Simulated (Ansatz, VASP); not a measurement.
**TlBrF4 in VASP and in Ansatz**

```
CELL_PARAMETERS angstrom
0.00000 4.02067 4.02067
4.02067 0.00000 4.02067
4.02067 4.02067 0.00000
ATOMIC_POSITIONS crystal
Tl 0.50000 0.50000 0.50000
Br 0.00000 0.00000 0.00000
F 0.14553 0.14553 0.14553
F 0.56342 0.14553 0.14553
F 0.14553 0.14553 0.56342
F 0.14553 0.56342 0.14553
```

Alike in both runs: functional r2SCAN; k mesh 7 × 7 × 7; occupations methfessel-paxton of order 1, width 0.1001 eV; no spin polarisation.

Ansatz relaxed the structure, and its values are those at the end. VASP's run is a single point on that final structure, the one shown.

|  | VASP | Ansatz |
| --- | --- | --- |
| version | VASP 6.6.1 | Ansatz 0.2.0 |
| potentials or method | VASP PAW PBE potentials, release 64 (Tl_d, Br, F), cutoff 520 eV | PAW plane waves |
| valence electrons in the cell | 48 | 48 |

|  | VASP | Ansatz | Ansatz less VASP |
| --- | --- | --- | --- |
| pressure (GPa) | 2.9 | 3.0 | +0.13 |
| rms of the force components (eV/Å) | 0.028 | 0.007 | -0.0210 |

VASP's potentials were made for PBE, not for r2SCAN. Ansatz's warnings: stress scf threshold loose, xc potential rough in thin density.

Spin-orbit coupling is off throughout.
